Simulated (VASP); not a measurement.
# CuO in VASP: notebook, part 3 of 3

VASP 6.6.1. Earlier steps stand in the parts before.

## Step 6: Single point, PBE+U, collinear spin

This run uses another cell than the first one: it holds 8 atoms, not 4.

File INCAR:

```
PREC     = Accurate       # precision mode
ENCUT    = 520            # plane-wave cutoff, eV
EDIFF    = 1E-6           # SCF threshold, eV
ISMEAR   = 0              # smearing method
SIGMA    = 0.05           # smearing width, eV
LREAL    = F              # projectors in reciprocal space
LASPH    = T              # aspherical terms in the spheres
NELM     = 150            # most SCF steps
ALGO     = Normal         # electronic algorithm
ISIF     = 2              # what is computed and relaxed
LWAVE    = F              # write WAVECAR
LCHARG   = F              # write CHGCAR
ISPIN    = 2              # spin polarisation
MAGMOM   = 1 1 -1 -1 0 0 0 0 # initial moments
LORBIT   = 11             # projections on sites
LMAXMIX  = 4              # l up to which the mixer works
LDAU     = T              # DFT+U
LDAUTYPE = 2            
LDAUL    = 2 -1           # shell
LDAUU    = 4 0            # U, eV
LDAUJ    = 0 0          
LDAUPRINT= 1            
GGA      = PE             # functional
NBANDS   = 48             # bands
```

File KPOINTS:

```
Automatic mesh
0
Gamma
  6 6 4
```

File POSCAR:

```
CuO
1.0
    4.1744183809      0.0000000000      0.3305692766
    0.0000000000      4.1521210885      0.0000000000
   -0.4124906359      0.0000000000      5.2015957572
Cu O
4 4
Direct
    0.2500000000      0.2500000000      0.0000000000
    0.2500000000     -0.2500000000      0.5000000000
    0.7500000000      0.7500000000      0.0000000000
    0.7500000000      0.2500000000      0.5000000000
    0.5000000000     -0.0000352668      0.2500000000
    0.5000000000      0.0000352668      0.7500000000
    1.0000000000      0.4999647332      0.2500000000
    1.0000000000      0.5000352668      0.7500000000
```

Potentials or basis: VASP PAW PBE potentials, release 64 (Cu, O).

The run is started by

```
$ cat potpaw_PBE.64/Cu/POTCAR potpaw_PBE.64/O/POTCAR > POTCAR
$ mpirun -np 1 vasp_std > vasp.out
```

OUTCAR:

```text
PREC = Accurate
   ENCUT = 520
   EDIFF = 1E-6
   ISMEAR = 0
   LREAL = F
   LASPH = T
   NELM = 150
   ISIF = 2
   ISPIN = 2
   LORBIT = 11
   GGA = PE

 ion  position               nearest neighbor table
   1  0.250  0.250  0.000-   6 1.97   7 1.97   5 1.97   8 1.97
   2  0.250  0.750  0.500-   5 1.97   8 1.97   7 1.97   6 1.97
   3  0.750  0.750  0.000-   5 1.97   8 1.97   7 1.97   6 1.97
   4  0.750  0.250  0.500-   6 1.97   7 1.97   5 1.97   8 1.97
   5  0.500  1.000  0.250-   2 1.97   3 1.97   1 1.97   4 1.97
   6  0.500  0.000  0.750-   1 1.97   4 1.97   3 1.97   2 1.97
   7  0.000  0.500  0.250-   1 1.97   4 1.97   3 1.97   2 1.97
   8  0.000  0.500  0.750-   2 1.97   3 1.97   1 1.97   4 1.97

[... 2777 lines left out ...]
      2.92457      1.03803      2.84872        -0.000000      0.000000     -0.000000
      1.98409      4.15197      1.46568         0.000000     -0.000083      0.000000
      1.77784      0.00015      4.06648        -0.000000      0.000083      0.000000
     -0.10312      2.07591      1.30040         0.000000     -0.000083      0.000000
     -0.30937      2.07621      3.90120         0.000000      0.000083      0.000000
 -----------------------------------------------------------------------------------
    total drift:                                0.000000      0.000000     -0.000000

  FREE ENERGIE OF THE ION-ELECTRON SYSTEM (eV)
  ---------------------------------------------------
  free  energy   TOTEN  =       -34.6186987060 eV

  energy  without entropy=      -34.6186986988  energy(sigma->0) =      -34.61869870

 total charge

# of ion       s       p       d       tot
------------------------------------------
    1        0.379   0.370   9.138   9.887
    2        0.379   0.370   9.138   9.887
    3        0.379   0.370   9.138   9.887
    4        0.379   0.370   9.138   9.887
    5        1.561   3.409   0.000   4.971
    6        1.561   3.409   0.000   4.971
    7        1.561   3.409   0.000   4.971
    8        1.561   3.409   0.000   4.971
--------------------------------------------------
tot          7.763  15.118  36.551  59.433

 magnetization (x)

# of ion       s       p       d       tot
------------------------------------------
    1       -0.004  -0.002   0.602   0.596
    2       -0.004  -0.002   0.602   0.596
    3        0.004   0.002  -0.602  -0.596
    4        0.004   0.002  -0.602  -0.596
    5        0.000   0.000   0.000   0.000
    6        0.000   0.000   0.000   0.000
    7        0.000   0.000   0.000   0.000
    8        0.000   0.000   0.000   0.000
--------------------------------------------------
tot          0.000   0.000   0.000   0.000
```

OSZICAR:

```text
N       E                     dE             d eps       ncg     rms          rms(c)
DAV:   1     0.802040348074E+03    0.80204E+03   -0.30426E+04 11096   0.221E+03
DAV:   2     0.123321884704E+03   -0.67872E+03   -0.62334E+03 10840   0.508E+02
DAV:   3    -0.303321254909E+02   -0.15365E+03   -0.14419E+03 11904   0.238E+02
DAV:   4    -0.426782327578E+02   -0.12346E+02   -0.12157E+02 14520   0.754E+01
DAV:   5    -0.428928346592E+02   -0.21460E+00   -0.21440E+00 13504   0.113E+01    0.230E+01
DAV:   6    -0.344463232027E+02    0.84465E+01   -0.58350E+01 16336   0.160E+02    0.134E+01
DAV:   7    -0.344134471429E+02    0.32876E-01   -0.13988E+01 14224   0.813E+01    0.473E+00
DAV:   8    -0.346314684917E+02   -0.21802E+00   -0.30711E+00 16800   0.203E+01    0.321E+00
DAV:   9    -0.345913385418E+02    0.40130E-01   -0.27560E-01 16800   0.199E+01    0.156E+00
DAV:  10    -0.346184837345E+02   -0.27145E-01   -0.12494E-01 17624   0.576E+00    0.704E-01
DAV:  11    -0.346172987702E+02    0.11850E-02   -0.20777E-02 16016   0.414E+00    0.188E-01
DAV:  12    -0.346185416893E+02   -0.12429E-02   -0.80683E-03 17232   0.139E+00    0.103E-01
DAV:  13    -0.346186633474E+02   -0.12166E-03   -0.87716E-04 16032   0.358E-01    0.720E-02
DAV:  14    -0.346187061045E+02   -0.42757E-04   -0.51684E-04 18344   0.269E-01    0.409E-02
DAV:  15    -0.346187017979E+02    0.43066E-05   -0.75643E-05 15784   0.861E-02    0.240E-02
DAV:  16    -0.346186987167E+02    0.30812E-05   -0.32415E-05 16808   0.566E-02    0.562E-03
DAV:  17    -0.346186987060E+02    0.10655E-07   -0.21560E-06  8928   0.174E-02
   1 F= -.34618699E+02 E0= -.34618699E+02  d E =-.720800E-08  mag=    -0.0000
```

stdout:

```text
POSCAR found type information on POSCAR CuO
 POSCAR found :  2 types and       8 ions
 scaLAPACK will be used
 LDA part: xc-table for (Slater+PW92), standard interpolation
 POSCAR, INCAR and KPOINTS ok, starting setup
 FFT: planning ... GRIDC
 FFT: planning ... GRID_SOFT
 FFT: planning ... GRID
 WAVECAR not read
 entering main loop
```

Wall time 11 min (1 thread of AMD EPYC 9755, shared host); peak memory 0.41 GiB.

Results:

| Quantity | Value |
| --- | --- |
| Free energy | -34.6187 eV |
| Pressure | -2.8 GPa |
| Band gap on the k mesh | 0.34 eV |
| Net moment | 0.00 μB per cell |
| Site moments | Cu +0.60, -0.60 (each value once); O +0.00 μB |
| Valence electrons inside the program's atomic spheres | Cu 9.89; O 4.97 |

Stress tensor (GPa, compression positive):
```
-2.07  0.00  0.10
 0.00 -3.10  0.00
 0.10  0.00 -3.36
```

Eigenvalues of the final occupation matrices:
```tsv
site	spin	trace	eigenvalues
site 1 d	1	4.88	0.95 0.97 0.97 0.98 1.02
site 1 d	2	4.28	0.43 0.94 0.97 0.97 0.98
site 2 d	1	4.88	0.95 0.97 0.97 0.98 1.02
site 2 d	2	4.28	0.43 0.94 0.97 0.97 0.98
site 3 d	1	4.28	0.43 0.94 0.97 0.97 0.98
site 3 d	2	4.88	0.95 0.97 0.97 0.98 1.02
site 4 d	1	4.28	0.43 0.94 0.97 0.97 0.98
site 4 d	2	4.88	0.95 0.97 0.97 0.98 1.02
```

A k mesh can miss the band edges.

## Step 7: Summary

```tsv
task	spin	cell	k mesh	cutoff (eV)	gap on the mesh (eV)	pressure (GPa)	moment (μB)
relaxation of shape and atoms at fixed volume	collinear, ferromagnetic start	relaxed from a = 2.958, b = 2.958, c = 5.154 Å, angles 90.0, 90.0, 88.3°, 4 atoms, atomic positions A	8 × 8 × 4	600	none	-2.3	1.95
single point	collinear	a = 2.949, b = 2.949, c = 5.218 Å, angles 90.0, 90.0, 89.5°, 4 atoms, atomic positions A	10 × 10 × 6	520	none	-2.7	1.96
single point	collinear	a = 4.187, b = 4.152, c = 5.218 Å, 8 atoms, atomic positions B	6 × 6 × 4	520	0.34	-2.8	0.00
single point	collinear	a = 4.187, b = 4.152, c = 5.993 Å, angles 69.7, 69.6, 90.0°, 8 atoms, atomic positions B	6 × 6 × 6	520	0.70	-2.9	0.00
```

Alike in all rows: level PBE+U; potentials or basis VASP PAW PBE potentials, release 64 (Cu, O); Cu d U = 4.0 eV; smearing gaussian 0.05 eV.

Absolute energies hang on the potentials; compare differences alone.
